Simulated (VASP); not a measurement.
Here is a VASP 6.6.1 calculation.

Contents of INCAR:

```
PREC = Accurate ; ENCUT = 520
EDIFF = 1E-6 ; ISMEAR = -1
SIGMA = 0.05 ; LREAL = False
LASPH = True ; NELM = 60
ALGO = Normal ; ISIF = 2
LWAVE = False ; LCHARG = False
GGA = PE ; NBANDS = 36
```

Contents of KPOINTS:

```
regular mesh
0
Gamma
  12 12 3
```

File POSCAR:

```
C
1.0
    2.5204760123      0.0000000000      0.0000000000
   -1.2602380062      2.1827962563      0.0000000000
    0.0000000000      0.0000000000     12.4290080891
C
12
Direct
    0.6666666667      0.3333333333      0.3549094670
    0.3333333333      0.6666666667      0.8549094670
    0.6666666667      0.3333333333      0.1450905330
    0.3333333333      0.6666666667      0.6450905330
    0.6666666667      0.3333333333      0.4792333652
    0.3333333333      0.6666666667      0.9792333652
    0.6666666667      0.3333333333      0.0207666348
    0.3333333333      0.6666666667      0.5207666348
    0.0000000000      0.0000000000      0.8131423854
    0.0000000000      0.0000000000      0.3131423854
    0.0000000000      0.0000000000      0.6868576146
    0.0000000000      0.0000000000      0.1868576146
```

Potentials or basis: VASP PAW PBE potentials, release 64 (C).

Launch:

```bash
$ cat potpaw_PBE.64/C/POTCAR > POTCAR
$ mpirun -np 1 vasp_std > vasp.out
```

Q: What does it give for the band gap on the k mesh?

A: 4.44 eV (least direct gap 5.38 eV).

Q: Predict the largest force.

A: 0.005 eV/Å.

Q: What does it give for the pressure?

A: 0.7 GPa.

Forces on the atoms (eV/Å):
```
C    0.000  0.000 -0.001
C    0.000  0.000 -0.001
C    0.000  0.000  0.001
C    0.000  0.000  0.001
C    0.000  0.000  0.000
C    0.000  0.000  0.000
C    0.000  0.000  0.000
C    0.000  0.000  0.000
C    0.000  0.000 -0.005
C    0.000  0.000 -0.005
C    0.000  0.000  0.005
C    0.000  0.000  0.005
```

Caveat: an odd mesh through Γ misses points on the zone boundary, where band edges can lie.
